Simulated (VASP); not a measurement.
# Ge (Fd-3m) in VASP: a series of runs

Runs on Ge. Level: PBE. Tasks: single point.

Program: VASP 6.6.1. These are calculated values, not measurements. Logs are shortened: lines on timing, memory, paths and dates and some standing lists are left out, and cuts for length are marked.

**Measured values to compare with.**

From “Temperature-dependent photoluminescence in Ge: experiment and theory”, 2020, arxiv:2003.00143, for a bulk crystal of Ge at 0 K: band gap 0.744 eV (indirect).

How close the calculation comes is told below.

## 1. The cell of the first run

It takes space group Fd-3m (No. 227, cubic). Conventional cell: a = 5.705 Å, b = 5.705 Å, c = 5.705 Å, α = 90.00°, β = 90.00°, γ = 90.00°. Ge (site symmetry -43m) has 4 Ge at 2.47 Å within 3.3 Å.

## 2. Single point, PBE

The input, INCAR:

```
SYSTEM = Ge
PREC = Accurate
ENCUT = 520
EDIFF = 1E-6
ISMEAR = -1
SIGMA = 0.05
LREAL = .FALSE.
LASPH = .TRUE.
NELM = 80
ALGO = Normal
ISIF = 2
LWAVE = .FALSE.
LCHARG = .TRUE.
GGA = PE
LELF = .TRUE.
LVHAR = .TRUE.
NBANDS = 21
```

The input, KPOINTS:

```
Automatic mesh
0
G
  6 6 6
  0 0 0
```

The input, POSCAR:

```
Ge
1.0
    0.0000000000      2.8522904818      2.8522904818
    2.8522904818      0.0000000000      2.8522904818
    2.8522904818      2.8522904818      0.0000000000
Ge
2
Direct
    0.0000000000      0.0000000000      0.0000000000
    0.2500000000      0.2500000000      0.2500000000
```

Potentials or basis: VASP PAW PBE potentials, release 64 (Ge_d).

Run with:

```sh
$ cat potpaw_PBE.64/Ge_d/POTCAR > POTCAR
$ mpirun -np 1 vasp_std > vasp.out
```

OUTCAR:

```text
SYSTEM = Ge
   PREC = Accurate
   ENCUT = 520
   EDIFF = 1E-6
   ISMEAR = -1
   LREAL = .FALSE.
   LASPH = .TRUE.
   NELM = 80
   ISIF = 2
   GGA = PE

 ion  position               nearest neighbor table
   1  0.000  0.000  0.000-   2 2.47   2 2.47   2 2.47   2 2.47
   2  0.250  0.250  0.250-   1 2.47   1 2.47   1 2.47   1 2.47

  LATTYP: Found a face centered cubic cell.
 ALAT       =     5.7045809636

  Lattice vectors:

 A1 = (   0.0000000000,   2.8522904818,   2.8522904818)
 A2 = (   2.8522904818,   0.0000000000,   2.8522904818)
 A3 = (   2.8522904818,   2.8522904818,   0.0000000000)

Analysis of symmetry for initial positions (statically):
=====================================================================
 Subroutine PRICEL returns:
 Original cell was already a primitive cell.

 Routine SETGRP: Setting up the symmetry group for a
 face centered cubic supercell.

 Subroutine GETGRP returns: Found 48 space group operations
 (whereof 24 operations were pure point group operations)
 out of a pool of 48 trial point group operations.

The static configuration has the point symmetry T_d .
 The point group associated with its full space group is O_h .

Analysis of symmetry for dynamics (positions and initial velocities):
=====================================================================
 Subroutine PRICEL returns:
 Original cell was already a primitive cell.

 Routine SETGRP: Setting up the symmetry group for a
 face centered cubic supercell.

 Subroutine GETGRP returns: Found 48 space group operations
 (whereof 24 operations were pure point group operations)
 out of a pool of 48 trial point group operations.

The dynamic configuration has the point symmetry T_d .
 The point group associated with its full space group is O_h .

 Subroutine INISYM returns: Found 48 space group operations
 (whereof 24 operations are pure point group operations),
 and found     1 'primitive' translations

----------------------------------------------------------------------------------------

                                     Primitive cell

  volume of cell :      46.4100

  direct lattice vectors                    reciprocal lattice vectors
     0.000000000  2.852290482  2.852290482    -0.175297714  0.175297714  0.175297714
     2.852290482  0.000000000  2.852290482     0.175297714 -0.175297714  0.175297714
     2.852290482  2.852290482  0.000000000     0.175297714  0.175297714 -0.175297714

  length of vectors
     4.033747883  4.033747883  4.033747883     0.303624546  0.303624546  0.303624546

  position of ions in fractional coordinates (direct lattice)
     0.000000000  0.000000000  0.000000000
     0.250000000  0.250000000  0.250000000

  ion indices of the primitive-cell ions
   primitive index   ion index
                 1           1
                 2           2

----------------------------------------------------------------------------------------

 KPOINTS: Automatic mesh

Automatic generation of k-mesh.
 Grid dimensions read from file:
 generate k-points for:    6    6    6

 Generating k-lattice:

  Cartesian coordinates                     Fractional coordinates (reciprocal lattice)
    -0.029216286  0.029216286  0.029216286     0.166666667  0.000000000  0.000000000
     0.029216286 -0.029216286  0.029216286     0.000000000  0.166666667  0.000000000
     0.029216286  0.029216286 -0.029216286     0.000000000  0.000000000  0.166666667

  Length of vectors
     0.050604091  0.050604091  0.050604091

  Shift w.r.t. Gamma in fractional coordinates (k-lattice)
     0.000000000  0.000000000  0.000000000

 Subroutine IBZKPT returns following result:
 ===========================================

 Found     16 irreducible k-points:

 Following reciprocal coordinates:
            Coordinates               Weight
  0.000000  0.000000  0.000000      1.000000
  0.166667  0.000000  0.000000      8.000000
  0.333333  0.000000  0.000000      8.000000
  0.500000  0.000000  0.000000      4.000000
  0.166667  0.166667  0.000000      6.000000
  0.333333  0.166667  0.000000     24.000000
[... 8 lines left out ...]
 -0.333333  0.333333  0.166667     24.000000
 -0.333333  0.500000  0.166667     12.000000
   k-points           NKPTS =     16   k-points in BZ     NKDIM =     16   number of bands    NBANDS=     21
   number of dos      NEDOS =    301   number of ions     NIONS =      2
   total plane-waves  NPLWV =  27000
   dimension x,y,z NGX =    30 NGY =   30 NGZ =   30
   dimension x,y,z NGXF=    60 NGYF=   60 NGZF=   60
   ions per type =               2
   NGX,Y,Z   is equivalent  to a cutoff of  12.36, 12.36, 12.36 a.u.
   NGXF,Y,Z  is equivalent  to a cutoff of  24.73, 24.73, 24.73 a.u.
 SYSTEM =  Ge
   PREC   = accura    normal or accurate (medium, high low for compatibility)
   ISTART =      0    job   : 0-new  1-cont  2-samecut
   ICHARG =      2    charge: 1-file 2-atom 10-const
   ISPIN  =      1    spin polarized calculation?
   LNONCOLLINEAR =      F non collinear calculations
   LSORBIT =      F    spin-orbit coupling
   LASPH  =      T    aspherical Exc in radial PAW
   ENCUT  =  520.0 eV  38.22 Ry    6.18 a.u.   7.50  7.50  7.50*2*pi/ulx,y,z
   NELM   =     80;   NELMIN=  2; NELMDL= -5     # of ELM steps
   EDIFF  = 0.1E-05   stopping-criterion for ELM
   LREAL  =      F    real-space projection
   EDIFFG = 0.1E-04   stopping-criterion for IOM
   NSW    =      0    number of steps for IOM
   IBRION =     -1    ionic relax: 0-MD 1-quasi-New 2-CG
   NFREE  =      0    steps in history (QN), initial steepest desc. (CG)
   ISIF   =      2    stress and relaxation
   ISYM   =      2    0-nonsym 1-usesym 2-fastsym
   POTIM  = 0.5000    time-step for ionic-motion
   TEBEG  =    0.0;   TEEND  =   0.0 temperature during run
   PSTRESS=    0.0 pullay stress
   NELECT =      28.0000    total number of electrons
   NUPDOWN=      -1.0000    fix difference up-down
   EMIN   =  10.00;   EMAX   =-10.00  energy-range for DOS
   EFERMI =   0.00;   METHOD = LEGACY
   ISMEAR =    -1;   SIGMA  =   0.05  broadening in eV -4-tet -1-fermi 0-gaus
   EFERMI_NEDOS =   21; number of points for ismear=-14 and -15
   IALGO  =     38    algorithm
   IMIX   =      4    mixing-type and parameters
     AMIX     =   0.40;   BMIX     =  1.00
     AMIX_MAG =   1.60;   BMIX_MAG =  1.00
  volume/ion in A,a.u.               =      23.20       156.59
  Fermi-wavevector in a.u.,A,eV,Ry     =   1.383324  2.614102 26.035890  1.913584
  Thomas-Fermi vector in A             =   2.507932
   LORBIT       =      0    0 simple, 1 ext, 2 COOP (PROOUT), +10 PAW based schemes
   GGA     = PE    functional components
   LHFCALC =     F    Hartree Fock is set to
   AEXX    =    0.0000 exact exchange contribution
   IVDW    =     0    specifies the selected vdW correction
   LEPSILON=     F    determine dielectric tensor
   LRPA    =     F    only Hartree local field effects (RPA)
 non-spin polarized calculation
  energy-cutoff  :      520.00
  volume of cell :       46.41
 maximum number of plane-waves:      1272
 NGX is ok and might be reduce to    30
   NGX = 15   NGY = 15   NGZ = 15

 number of electron      28.0000002 magnetization

 Free energy of the ion-electron system (eV)
  ---------------------------------------------------
  ext. energy  EPLUGINS =         0.00000000
  ---------------------------------------------------
  free energy    TOTEN  =        -8.98558054 eV

  energy without entropy =       -8.98389084  energy(sigma->0) =       -8.98473569

 E-fermi :   4.7687     XC(G=0):  -9.8010

 val. band max:        4.7639009450   @ k =   0.0000   0.0000   0.0000
 cond. band min:       4.8735101838   @ k =   0.5000   0.0000   0.0000
 fundamental gap:      0.1096092387
 Fermi energy:         4.7687115195

 k-point     1 :       0.0000    0.0000    0.0000
  band No.  band energies     occupation
      1     -20.0132      2.00000
      2     -20.0132      2.00000
      3     -20.0132      2.00000
      4     -19.9791      2.00000
      5     -19.9791      2.00000
      6     -19.7814      2.00000
[... 13 lines left out ...]
     20      14.1757      0.00000
     21      14.1757      0.00000

 k-point     2 :       0.1667    0.0000    0.0000
  band No.  band energies     occupation
      1     -20.0243      2.00000
      2     -20.0243      2.00000
      3     -20.0092      2.00000
      4     -19.9629      2.00000
      5     -19.9629      2.00000
      6     -19.7979      2.00000
[... 13 lines left out ...]
     20      13.0788      0.00000
     21      13.0788      0.00000

 k-point     3 :       0.3333    0.0000    0.0000
  band No.  band energies     occupation
      1     -20.0340      2.00000
      2     -20.0340      2.00000
      3     -20.0008      2.00000
      4     -19.9449      2.00000
      5     -19.9449      2.00000
      6     -19.8115      2.00000
[... 13 lines left out ...]
     20      13.6749      0.00000
     21      13.6749      0.00000

 k-point     4 :       0.5000    0.0000    0.0000
  band No.  band energies     occupation
      1     -20.0362      2.00000
      2     -20.0362      2.00000
      3     -19.9965      2.00000
      4     -19.9398      2.00000
      5     -19.9398      2.00000
      6     -19.8146      2.00000
[... 13 lines left out ...]
     20      15.5573      0.00000
     21      15.8556      0.00000

 k-point     5 :       0.1667    0.1667    0.0000
  band No.  band energies     occupation
      1     -20.0222      2.00000
      2     -20.0222      2.00000
      3     -20.0214      2.00000
      4     -19.9644      2.00000
      5     -19.9441      2.00000
      6     -19.8292      2.00000
[... 13 lines left out ...]
     20      13.0757      0.00000
     21      14.6417      0.00000
[... 190 lines left out ...]
     20      16.1299      0.00000
     21      17.4679      0.00000

 k-point    14 :       0.5000    0.3333    0.1667
  band No.  band energies     occupation
      1     -20.0502      2.00000
      2     -20.0472      2.00000
      3     -19.9763      2.00000
      4     -19.9259      2.00000
      5     -19.8940      2.00000
      6     -19.8784      2.00000
[... 13 lines left out ...]
     20      14.5793      0.00000
     21      16.9866      0.00000

 k-point    15 :      -0.3333    0.3333    0.1667
  band No.  band energies     occupation
      1     -20.0596      2.00000
      2     -20.0499      2.00000
      3     -19.9556      2.00000
      4     -19.9089      2.00000
      5     -19.8880      2.00000
      6     -19.8802      2.00000
[... 13 lines left out ...]
     20      16.4054      0.00000
     21      16.4935      0.00000

 k-point    16 :      -0.3333    0.5000    0.1667
  band No.  band energies     occupation
      1     -20.0553      2.00000
      2     -20.0553      2.00000
      3     -19.9365      2.00000
      4     -19.9365      2.00000
      5     -19.8754      2.00000
      6     -19.8754      2.00000
[... 13 lines left out ...]
     20      15.6155      0.00000
     21      17.5366      0.00000

------------------------ aborting loop because EDIFF is reached ----------------------------------------

  FORCE on cell =-STRESS in cart. coord.  units (eV):
  Direction    XX          YY          ZZ          XY          YZ          ZX
  --------------------------------------------------------------------------------------
  -------------------------------------------------------------------------------------
  Total        0.5503549      0.5503549      0.5503549     -0.0000000      0.0000000     -0.0000000
  in kB       18.9994986     18.9994986     18.9994986     -0.0000000      0.0000000     -0.0000000
  external PRESSURE =      18.9994986 kB  Pullay stress =       0.0000000 kB

 VOLUME and BASIS-vectors are now :
 -----------------------------------------------------------------------------
  energy-cutoff  :      520.00
  volume of cell :       46.41
      direct lattice vectors                 reciprocal lattice vectors
     0.000000000  2.852290482  2.852290482    -0.175297714  0.175297714  0.175297714
     2.852290482  0.000000000  2.852290482     0.175297714 -0.175297714  0.175297714
     2.852290482  2.852290482  0.000000000     0.175297714  0.175297714 -0.175297714

 POSITION                                       TOTAL-FORCE (eV/Angst)
 -----------------------------------------------------------------------------------
      0.00000      0.00000      0.00000        -0.000000     -0.000000     -0.000000
      1.42615      1.42615      1.42615         0.000000      0.000000      0.000000
 -----------------------------------------------------------------------------------
    total drift:                                0.000000     -0.000000      0.000000

  FREE ENERGIE OF THE ION-ELECTRON SYSTEM (eV)
  ---------------------------------------------------
  free  energy   TOTEN  =        -8.9855805395 eV

  energy  without entropy=       -8.9838908372  energy(sigma->0) =       -8.98473569
```

Run time: 21 s. Hardware: 1 thread of Intel Xeon Platinum 8259CL at 2.50GHz (Skylake/Cascade Lake), shared host; peak memory 0.16 GiB.

Results:

```
Free energy            : -8.9856 eV
Pressure               : 1.9 GPa
Band gap on the k mesh : zero (filled and empty bands touch)
```

Levels at points of the mesh, in eV from the Fermi level:
| k point | band 10 | band 11 | band 12 | band 13 | band 14 | band 15 | band 16 | band 17 | band 18 | band 19 |
| --- | --- | --- | --- | --- | --- | --- | --- | --- | --- | --- |
| (0.00, 0.00, 0.00) | -24.54 | -12.59 | -0.19 | 0.00 | 0.00 | 0.00 | 2.54 | 2.54 | 2.54 | 6.36 |
| (0.50, 0.00, 0.00) | -24.51 | -10.56 | -7.49 | -1.37 | -1.37 | 0.10 | 3.73 | 3.73 | 7.11 | 10.41 |
| (0.50, 0.50, 0.00) | -24.50 | -8.80 | -8.80 | -2.99 | -2.99 | 0.78 | 0.78 | 9.31 | 9.31 | 11.36 |

## 3. Single point, PBE

This run uses another cell than the first one, of 23.77 Å³/atom, 1.024 times its volume.

Changes to INCAR since step 2:

```diff
@@ -8,3 +8,3 @@
 LASPH = .TRUE.
-NELM = 80
+NELM = 60
 ALGO = Normal
```

KPOINTS is that of step 2.

The input, POSCAR:

```
Ge
1.0
    0.0000000000      2.8752938178      2.8752938178
    2.8752938178      0.0000000000      2.8752938178
    2.8752938178      2.8752938178      0.0000000000
Ge
2
Direct
    0.0000000000      0.0000000000      0.0000000000
    0.2500000000      0.2500000000      0.2500000000
```

Potentials or basis: VASP PAW PBE potentials, release 64 (Ge_d).

Run with:

```sh
$ cat potpaw_PBE.64/Ge_d/POTCAR > POTCAR
$ mpirun -np 1 vasp_std > vasp.out
```

Run time: 21 s. Hardware: 1 thread of Intel Xeon Platinum 8259CL at 2.50GHz (Skylake/Cascade Lake), shared host; peak memory 0.16 GiB.

It converged, with:

| Item | Value |
| --- | --- |
| Free energy | -8.9942 eV |
| Pressure | 0.4 GPa |
| Band gap on the k mesh | zero (filled and empty bands touch) |

Levels at points of the mesh, in eV from the Fermi level:
| k point | band 12 | band 13 | band 14 | band 15 | band 16 | band 17 |
| --- | --- | --- | --- | --- | --- | --- |
| (0.00, 0.00, 0.00) | -0.38 | 0.03 | 0.03 | 0.03 | 2.55 | 2.55 |
| (0.50, 0.00, 0.00) | -7.36 | -1.31 | -1.31 | 0.07 | 3.74 | 3.74 |
| (0.50, 0.50, 0.00) | -8.68 | -2.88 | -2.88 | 0.84 | 0.84 | 9.14 |

## 4. Against experiment

Step 2. Measured gap of Ge: 0.744 eV (indirect; 0 K; “Temperature-dependent photoluminescence in Ge: experiment and theory”, 2020, arxiv:2003.00143). This calculation gives 0.00 eV (-0.74 eV). 3 values of this kind are on record (0.666 to 0.807 eV); this one was drawn at random among those near their median. Spin-orbit coupling on Ge is left out. The value is that of PBE on a finite k mesh, which can miss the band edges, without temperature or zero-point motion. Semilocal functionals fall short of measured gaps as a rule.

Step 3. Against the measured gap of Ge, 0.744 eV (indirect; 0 K; “Temperature-dependent photoluminescence in Ge: experiment and theory”, 2020, arxiv:2003.00143), the calculated 0.00 eV is off by -0.74 eV. 3 values of this kind are on record (0.666 to 0.807 eV); this one was drawn at random among those near their median. Spin-orbit coupling on Ge is left out. The value is that of PBE on a finite k mesh, which can miss the band edges, without temperature or zero-point motion. Semilocal functionals fall short of measured gaps as a rule.
